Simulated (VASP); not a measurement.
# FeCo (Pm-3m) in VASP: a series of runs, part 2 of 2

VASP 6.6.1. The steps go on from the part before.

### Step 4. Single point, PBE, collinear spin, ferrimagnetic start

Contents of INCAR:

```
SYSTEM = FeCo
ALGO = Normal ; EDIFF = 1E-6
ENCUT = 600 ; GGA = PE
GGA_COMPAT = .False. ; ISIF = 2
ISMEAR = 0 ; ISPIN = 2
LASPH = .True. ; LCHARG = .False.
LMAXMIX = 4 ; LORBIT = 11
LREAL = .False. ; LWAVE = .False.
MAGMOM = 2.5 -1.5 ; NBANDS = 20
NELM = 200 ; PREC = Accurate
SIGMA = 0.05
```

Contents of KPOINTS:

```
k-points
0
Gamma
  16 16 16
  0 0 0
```

Contents of POSCAR:

```
FeCo
1.0
    2.8455196141      0.0000000000      0.0000000000
    0.0000000000      2.8455196141      0.0000000000
    0.0000000000      0.0000000000      2.8455196141
Fe Co
1 1
Direct
    0.5000000000      0.5000000000      0.5000000000
    0.0000000000      0.0000000000      0.0000000000
```

Potentials or basis: VASP PAW PBE potentials, release 64 (Fe, Co).

Command:

```bash
cat potpaw_PBE.64/Fe/POTCAR potpaw_PBE.64/Co/POTCAR > POTCAR
mpirun -np 1 vasp_std > vasp.out
```

OUTCAR:

```text
SYSTEM = FeCo
   EDIFF = 1E-6
   ENCUT = 600
   GGA = PE
   ISIF = 2
   ISMEAR = 0
   ISPIN = 2
   LASPH = .True.
   LORBIT = 11
   LREAL = .False.
   NELM = 200
   PREC = Accurate

 ion  position               nearest neighbor table
   1  0.500  0.500  0.500-   2 2.46   2 2.46   2 2.46   2 2.46   2 2.46   2 2.46   2 2.46   2 2.46

   2  0.000  0.000  0.000-   1 2.46   1 2.46   1 2.46   1 2.46   1 2.46   1 2.46   1 2.46   1 2.46

  LATTYP: Found a simple cubic cell.
 ALAT       =     2.8455196141

  Lattice vectors:

 A1 = (   2.8455196141,   0.0000000000,   0.0000000000)
[... 1322 lines left out ...]

 VOLUME and BASIS-vectors are now :
 -----------------------------------------------------------------------------
  energy-cutoff  :      600.00
  volume of cell :       23.04
      direct lattice vectors                 reciprocal lattice vectors
     2.845519614  0.000000000  0.000000000     0.351429663  0.000000000  0.000000000
     0.000000000  2.845519614  0.000000000     0.000000000  0.351429663  0.000000000
     0.000000000  0.000000000  2.845519614     0.000000000  0.000000000  0.351429663

 POSITION                                       TOTAL-FORCE (eV/Angst)
 -----------------------------------------------------------------------------------
      1.42276      1.42276      1.42276         0.000000      0.000000      0.000000
      0.00000      0.00000      0.00000         0.000000      0.000000      0.000000
 -----------------------------------------------------------------------------------
    total drift:                                0.000000      0.000000     -0.000000

  FREE ENERGIE OF THE ION-ELECTRON SYSTEM (eV)
  ---------------------------------------------------
  free  energy   TOTEN  =       -14.2801610777 eV

  energy  without entropy=      -14.2718618376  energy(sigma->0) =      -14.27601146

 total charge

# of ion       s       p       d       tot
------------------------------------------
    1        0.455   0.497   6.240   7.192
    2        0.486   0.497   7.217   8.199
--------------------------------------------------
tot          0.940   0.994  13.458  15.392

 magnetization (x)

# of ion       s       p       d       tot
------------------------------------------
    1        0.009   0.013   0.968   0.990
    2       -0.025  -0.018  -1.221  -1.264
--------------------------------------------------
tot         -0.015  -0.005  -0.253  -0.274
```

OSZICAR:

```text
N       E                     dE             d eps       ncg     rms          rms(c)
DAV:   1     0.901564783824E+02    0.90156E+02   -0.77195E+03 13768   0.121E+03
DAV:   2    -0.121530600209E+02   -0.10231E+03   -0.91376E+02 13364   0.221E+02
DAV:   3    -0.168422662494E+02   -0.46892E+01   -0.43744E+01 14896   0.574E+01
DAV:   4    -0.169137816297E+02   -0.71515E-01   -0.71363E-01 16284   0.618E+00
[... 23 lines left out ...]
DAV:  28    -0.142800109701E+02   -0.92577E-04   -0.10517E-04 21812   0.256E-01    0.973E-02
DAV:  29    -0.142801162974E+02   -0.10533E-03   -0.59702E-05 20808   0.191E-01    0.591E-02
DAV:  30    -0.142801480283E+02   -0.31731E-04   -0.23167E-05 19992   0.120E-01    0.325E-02
DAV:  31    -0.142801604922E+02   -0.12464E-04   -0.18366E-05 18632   0.115E-01    0.117E-02
DAV:  32    -0.142801610777E+02   -0.58546E-06   -0.34836E-06 11976   0.329E-02
   1 F= -.14280161E+02 E0= -.14276011E+02  d E =-.829924E-02  mag=    -0.2686
```

stdout:

```text
POSCAR found type information on POSCAR FeCo
 POSCAR found :  2 types and       2 ions
 scaLAPACK will be used
 LDA part: xc-table for (Slater+PW92), standard interpolation
 POSCAR, INCAR and KPOINTS ok, starting setup
 FFT: planning ... GRIDC
 FFT: planning ... GRID_SOFT
 FFT: planning ... GRID
 WAVECAR not read
 entering main loop
```

Wall time 9.5 min (1 thread of Oxide Virtual Turin-like, shared host); peak memory 0.24 GiB.

Results:

```
Free energy                                           : -14.2802 eV
Pressure                                              : -12.8 GPa
Net moment                                            : -0.27 μB per cell
Site moments                                          : Fe +0.99; Co -1.26 μB
Valence electrons inside the program's atomic spheres : Fe 7.19; Co 8.20
```

Levels at points of the mesh, in eV from the Fermi level:
Spin up:
```tsv
k point	band 6	band 7	band 8	band 9	band 10	band 11
(0.00, 0.00, 0.00)	-1.69	-0.02	-0.02	0.63	0.63	0.63
(0.50, 0.00, 0.00)	-1.43	-1.16	-1.16	-0.66	-0.45	0.70
(0.50, 0.50, 0.00)	-0.23	0.10	0.39	0.39	0.49	0.88
(0.50, 0.50, 0.50)	-2.53	-0.19	-0.19	0.53	0.53	8.50
```
Spin down:
```csv
k point,band 5,band 6,band 7,band 8,band 9,band 10,band 11,band 12
"(0.00, 0.00, 0.00)",-1.96,-1.96,-0.26,-0.26,0.86,0.86,0.86,9.70
"(0.50, 0.00, 0.00)",-2.02,-1.45,-1.40,-0.61,-0.61,-0.33,0.25,1.65
"(0.50, 0.50, 0.00)",-1.35,-0.87,0.12,0.38,0.38,0.91,1.00,1.00
"(0.50, 0.50, 0.50)",-2.31,-2.31,-1.32,-1.32,0.95,0.95,8.35,8.35
```

Caveat: the cell stands under tension.

### Step 5. The runs side by side

| spin | gap on the mesh (eV) | pressure (GPa) | moment (μB) |
| --- | --- | --- | --- |
| off | none | -19.0 | - |
| collinear, ferromagnetic start | none | -0.6 | 4.54 |
| collinear, ferrimagnetic start | none | -12.8 | 0.27 |

Alike in all rows: task single point; level PBE; potentials or basis VASP PAW PBE potentials, release 64 (Fe, Co); cell as given; k mesh 16 × 16 × 16; cutoff (eV) 600; smearing gaussian 0.05 eV.

Caveats: the cell stands under tension (at least some runs).

Total energies depend on the potentials used, so only differences within one code and one set of settings carry meaning.
